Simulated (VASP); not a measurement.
Write the native input for VASP 6.6.1 that does the following.

| Quantity | Value |
| --- | --- |
| Task | single point |
| Functional | r2SCAN |
| Potentials or basis | VASP PAW PBE potentials, release 64 (Ca_sv) |
| Cutoff | 520 eV |
| k mesh | 12 × 12 × 8 |
| Occupations | gaussian, width 0.15 eV |
| Spin | no spin polarisation |
| Dipole correction | no |
| Further INCAR settings | ALGO = Normal; EDIFF = 1e-06; NBANDS = 17 |

The system is Ca.

```
Ca
1.0
     3.98000    0.00000    0.00000
    -1.99000    3.44678    0.00000
     0.00000    0.00000    6.52000
Ca
2
Direct
  0.29564 0.66667 0.25000
  0.66667 0.33333 0.75000
```

This cell differs from its parent crystal: atom 1 (Ca) moved by (-0.150, +0.000) A along x and y.

The input as run:

POSCAR

```
Ca
1.0
    3.9799995206      0.0000000000      0.0000000000
   -1.9899997603      3.4467806919      0.0000000000
    0.0000000000      0.0000000000      6.5200000000
Ca
2
Direct
    0.2956448866      0.6666666667      0.2500000000
    0.6666666667      0.3333333333      0.7500000000
```

INCAR.step1

```
  ALGO = Normal
  EDIFF = 1E-4
  ENCUT = 520
  GGA = PE
  ISMEAR = 0
  LASPH = True
  LCHARG = False
  LREAL = False
  LWAVE = True
  NBANDS = 17
  NELM = 80
  PREC = Accurate
  SIGMA = 0.15
```

INCAR.step2

```
  ALGO = Normal
  EDIFF = 1E-6
  ENCUT = 520
  ISIF = 2
  ISMEAR = 0
  ISTART = 1
  LASPH = True
  LCHARG = True
  LELF = True
  LMIXTAU = True
  LREAL = False
  LVHAR = True
  LWAVE = False
  METAGGA = R2SCAN
  NBANDS = 17
  NELM = 80
  PREC = Accurate
  SIGMA = 0.15
```

KPOINTS

```
k-points
0
Gamma
  12 12 8
```

Potentials or basis: VASP PAW PBE potentials, release 64 (Ca_sv).

The run is started by

```bash
$ cat potpaw_PBE.64/Ca_sv/POTCAR > POTCAR
$ cp INCAR.step1 INCAR
$ mpirun -np 1 vasp_std > vasp.out
$ cp INCAR.step2 INCAR
$ mpirun -np 1 vasp_std > vasp.out
```

It gave:

The pressure is -0.5 GPa. The largest force is 0.057 eV/Å and the band gap on the k mesh is zero (bands 10 and 11 overlap by 0.71 eV).

Caveat: the cell differs from its parent crystal (atom 1 (Ca) moved by (-0.150, +0.000) A along x and y); the PAW data sets were made with another functional, which shifts forces and pressure a little.

It took 50 min on 1 thread of Intel Xeon 8259CL, with other jobs on the host, peak memory 0.57 GiB.
